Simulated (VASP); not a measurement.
Rb: relaxation of cell and atoms with PBEsol

Crystal: Rb.

```
Rb
1.0
     5.74000    0.00000    0.00000
     0.00000    4.64000    0.00000
     0.00000    0.00000   12.38000
Rb
4
Direct
  0.04700 0.25000 0.89300
  0.45300 0.75000 0.39300
  0.54700 0.25000 0.60700
  0.95300 0.75000 0.10700
```

```yaml
Program: VASP 6.6.1
Task: relaxation of cell and atoms
Functional: PBEsol
Potentials_or_basis: VASP PAW PBE potentials, release 64 (Rb_sv)
Cutoff: 600 eV
k_mesh: 4 × 4 × 2
Occupations: gaussian, width 0.1 eV
Spin: no spin polarisation
Dipole_correction: no
Further_INCAR_settings: ALGO = Fast; EDIFF = 1e-07; IBRION = 2; EDIFFG = -0.05; NSW = 100; ISIF = 3
```

The relaxed volume is 90.34 Å³/atom and the relaxed cell is a = 4.577 Å, b = 4.572 Å, c = 17.267 Å, α = 90.00°, β = 90.00°, γ = 90.00°. The space group after relaxing (to 0.1 Å) is Pnma (No. 62). The energy gained by relaxing is 276.3 meV/atom. The ionic steps are 18. The pressure after relaxing is 0.0 GPa and the largest force after relaxing is 0.015 eV/Å. The band gap on the k mesh is zero (bands 18 and 19 overlap by 2.37 eV).

Forces on the atoms (eV/Å):
```
Rb   0.015  0.000 -0.004
Rb  -0.015  0.000 -0.004
Rb   0.015  0.000  0.004
Rb  -0.015  0.000  0.004
```

Step by step:
| step | energy change (eV) | largest force (eV/Å) | pressure (GPa) | volume (Å³) |
| --- | --- | --- | --- | --- |
| 1 | 0.0000 | 0.7301 | 0.96 | 329.72 |
| 2 | -0.3467 | 0.5220 | 0.57 | 353.44 |
| 3 | -0.7299 | 0.1905 | -0.01 | 409.63 |
| 4 | -0.7722 | 0.1154 | -0.13 | 430.45 |
| 5 | -0.7849 | 0.0722 | -0.20 | 446.67 |
| 6 | -0.7859 | 0.0628 | -0.22 | 450.86 |
| 7 | -0.8327 | 0.0520 | -0.20 | 436.46 |
| 8 | -0.9600 | 0.0248 | -0.10 | 393.34 |
| 9 | -0.8684 | 0.0741 | 0.64 | 308.33 |
| 10 | -1.0089 | 0.0284 | 0.03 | 365.98 |
| 11 | -1.0120 | 0.0390 | 0.13 | 351.34 |
| 12 | -1.0529 | 0.0275 | 0.15 | 345.12 |
| 13 | -1.0616 | 0.0219 | 0.19 | 341.01 |
| 14 | -1.0926 | 0.0143 | 0.06 | 351.69 |
| 15 | -1.1018 | 0.0157 | -0.06 | 367.85 |
| 16 | -1.1037 | 0.0141 | -0.03 | 363.35 |
| 17 | -1.1037 | 0.0140 | -0.02 | 362.91 |
| 18 | -1.1053 | 0.0153 | -0.02 | 361.37 |

Final structure:
```
CELL_PARAMETERS angstrom
4.57743 0.00000 0.00000
0.00000 4.57224 0.00000
0.00000 0.00000 17.26660
ATOMIC_POSITIONS crystal
Rb 0.06357 0.25000 0.87581
Rb 0.43643 0.75000 0.37581
Rb 0.56357 0.25000 0.62419
Rb 0.93643 0.75000 0.12419
```

Levels at points of the mesh, in eV from the Fermi level:
```tsv
k point	band 15	band 16	band 17	band 18	band 19	band 20	band 21	band 22
(0.00, 0.00, 0.00)	-13.05	-13.05	-2.08	-1.48	-1.46	-0.14	0.37	1.82
(0.50, 0.00, 0.00)	-13.04	-13.04	-0.15	-0.15	0.29	0.29	0.47	0.47
(0.00, 0.50, 0.00)	-13.04	-13.04	-0.15	-0.15	0.36	0.36	0.40	0.40
(0.50, 0.50, 0.00)	-13.08	-13.08	0.91	0.91	0.91	0.91	1.71	1.71
(0.00, 0.00, 0.50)	-13.05	-13.05	-1.92	-1.92	-0.78	-0.78	1.07	1.07
(0.50, 0.00, 0.50)	-13.04	-13.04	-0.14	-0.14	0.19	0.19	0.65	0.65
(0.00, 0.50, 0.50)	-13.04	-13.04	-0.14	-0.14	0.22	0.22	0.62	0.62
(0.50, 0.50, 0.50)	-13.08	-13.08	0.91	0.91	0.91	0.91	1.70	1.70
```

It took 41 min on 1 thread of Intel(R) Xeon(R) 6975P-C (Granite Rapids), on a shared host, peak memory 0.56 GiB.

Caveat: a cell axis changed by over 15 % at a fixed basis, so the end point is rough; the PAW data sets were made with another functional, which shifts forces and pressure a little. Zero-point motion and thermal expansion aren't in these numbers.
